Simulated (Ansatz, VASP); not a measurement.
**Al3Si2N3 in VASP and in Ansatz**

```
Al Si N
1.0
     3.23656    0.00000    0.00000
    -1.61828    2.80294    0.00000
     0.00000    0.00000   11.12144
Al Si N
3 2 3
Direct
  0.33333 0.66667 0.51325
  0.33333 0.66667 0.96102
  0.66667 0.33333 0.73712
  0.33333 0.66667 0.18566
  0.66667 0.33333 0.29771
  0.66667 0.33333 0.46323
  0.66667 0.33333 0.90807
  0.33333 0.66667 0.68394
```

Alike in both runs: task single point; functional PBE; k mesh 6 × 6 × 2; occupations gaussian, width 0.2 eV; no spin polarisation.

|  | VASP | Ansatz |
| --- | --- | --- |
| version | VASP 6.6.1 | Ansatz 0.2.0 |
| potentials or method | VASP PAW PBE potentials, release 64 (Al, Si, N), cutoff 520 eV | scalar-relativistic, plane waves, PAW |
| valence electrons in the cell | 32 | 32 |

Ansatz gave:

- gap on the k mesh at the Fermi level (eV): none
- pressure (GPa): 0.2
- traceless stress, the component that is largest in VASP (GPa): 0.61
- rms of the force components (eV/Å): 0.068

**Question.** What did VASP give for the same quantities?

**Answer.** gap on the k mesh at the Fermi level (eV): none; pressure (GPa): 0.0; traceless stress, the component that is largest in VASP (GPa): 0.65; rms of the force components (eV/Å): 0.066.

Atom by atom the forces differ by 0.002 eV/Å (rms over components). A gap of «none» marks a metal or a gap that the smearing closes.

The k mesh is coarse, so the values compare programs but aren't converged.
